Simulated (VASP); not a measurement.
Wanted: the native input for a VASP 6.6.1 run.

```yaml
Task: single point
Functional: PBEsol
Potentials_or_basis: VASP PAW PBE potentials, release 64 (C)
Cutoff: 520 eV
k_mesh: 18 × 18 × 6
Occupations: gaussian, width 0.15 eV
Spin: no spin polarisation
Dipole_correction: no
Further_INCAR_settings: ALGO = Normal; EDIFF = 1e-06; NBANDS = 16
```

The structure of C lies in POSCAR:

```
C
1.0
    1.2008278601     -2.2781208991      0.0000000000
    1.2008278601      2.2781208991      0.0000000000
    0.0000000000      0.0000000000      7.3778182888
C
4
Direct
    0.0833216498      0.9166783502      0.7498439858
    0.5833216498      0.4166783502      0.2501560142
    0.9166783502      0.0833216498      0.2501560142
    0.4166783502      0.5833216498      0.7498439858
```

This cell differs from its parent crystal: normal strain along x -0.0233, normal strain along y +0.0700.

These files were run (other wordings do the same):

INCAR

```
SYSTEM = C
ALGO = Normal
EDIFF = 1E-6
ENCUT = 520
GGA = PS
ISIF = 2
ISMEAR = 0
LASPH = .TRUE.
LCHARG = .TRUE.
LELF = .TRUE.
LREAL = .FALSE.
LVHAR = .TRUE.
LWAVE = .FALSE.
NBANDS = 16
NELM = 80
PREC = Accurate
SIGMA = 0.15
```

KPOINTS

```
k-points
0
G
  18 18 6
  0 0 0
```

Potentials or basis: VASP PAW PBE potentials, release 64 (C).

Run with:

```sh
$ cat potpaw_PBE.64/C/POTCAR > POTCAR
$ mpirun -np 1 vasp_std > vasp.out
```

Results of the run:

The pressure is -13.1 GPa. The largest force is 0.438 eV/Å.

Caveat: the cell differs from its parent crystal (normal strain along x -0.0233, normal strain along y +0.0700); the cell stands under tension; this functional lacks dispersion, which binds the layers, so the pressure and a relaxed spacing across them are unreliable; the PAW data sets were made with another functional, which shifts forces and pressure a little.

Run time: 5.1 min on 1 thread of Intel Xeon 8259CL, on a shared host, peak memory 0.28 GiB.
